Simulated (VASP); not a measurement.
Write the native input for VASP 6.6.1 that does the following.

```yaml
Task: relaxation of cell and atoms
Functional: PBE
Potentials_or_basis: VASP PAW PBE potentials, release 64 (Cs_sv, I)
Cutoff: 600 eV
k_mesh: 4 × 4 × 4
Occupations: gaussian, width 0.1 eV
Spin: no spin polarisation
Dipole_correction: no
Further_INCAR_settings: ALGO = Normal; EDIFF = 1e-06; IBRION = 2; EDIFFG = -0.04; NSW = 90; ISIF = 3
```

The structure of Cs4I lies in POSCAR:

```
Cs4I
1.0
    6.6303602900      0.0000000000      0.0000000000
    0.0000000000      6.6303602900      0.0000000000
    0.0000000000      0.0000000000      6.6303602900
Cs I
4 1
Direct
    0.5000000000      0.5000000000      0.5000000000
    0.5000000000      0.0000000000      0.0000000000
    0.0000000000      0.5000000000      0.0000000000
    0.0000000000      0.0000000000      0.5000000000
    0.0000000000      0.0000000000      0.0000000000
```

The cell was generated, and may not be a known phase.

These files were run (other wordings do the same):

INCAR

```
SYSTEM = Cs4I
PREC     = Accurate       ! precision mode
ENCUT    = 600            ! plane-wave cutoff, eV
EDIFF    = 1E-6           ! SCF threshold, eV
ISMEAR   = 0              ! smearing method
SIGMA    = 0.1            ! smearing width, eV
LREAL    = .FALSE.        ! projectors in reciprocal space
LASPH    = .TRUE.         ! aspherical terms in the spheres
NELM     = 100            ! most SCF steps
ALGO     = Normal         ! electronic algorithm
ISIF     = 3              ! what is computed and relaxed
LWAVE    = .FALSE.        ! write WAVECAR
LCHARG   = .FALSE.        ! write CHGCAR
GGA      = PE             ! functional
IBRION   = 2              ! ionic algorithm
NSW      = 90             ! ionic steps
EDIFFG   = -0.04          ! ionic threshold
```

KPOINTS

```
Automatic mesh
0
G
  4 4 4
  0 0 0
```

Potentials or basis: VASP PAW PBE potentials, release 64 (Cs_sv, I).

Command:

```console
$ cat potpaw_PBE.64/Cs_sv/POTCAR potpaw_PBE.64/I/POTCAR > POTCAR
$ mpirun -np 1 vasp_std > vasp.out
```

Results of the run:

```yaml
Relaxed_volume: 96.11 Å³/atom
Relaxed_cell: a = 7.833 Å, b = 7.833 Å, c = 7.833 Å, α = 90.00°, β = 90.00°, γ = 90.00°
Space_group_after_relaxing_to_0.1_Å: Pm-3m (No. 221)
Energy_gained_by_relaxing: 399.8 meV/atom
Ionic_steps: 6
Pressure_after_relaxing: 0.0 GPa
Band_gap_on_the_k_mesh: zero (an odd number of electrons rules out a gap without spin polarisation)
```

Caveat: the volume moved by over 15 % at a fixed basis, so the end points are rough; spin-orbit coupling is left out, which moves the levels of the heavy elements; an odd number of electrons without spin polarisation forces a metal; a magnetic or distorted state may lie lower.

Wall time 14 min on 1 thread of Intel Xeon 8259CL, on a shared host, peak memory 0.47 GiB.
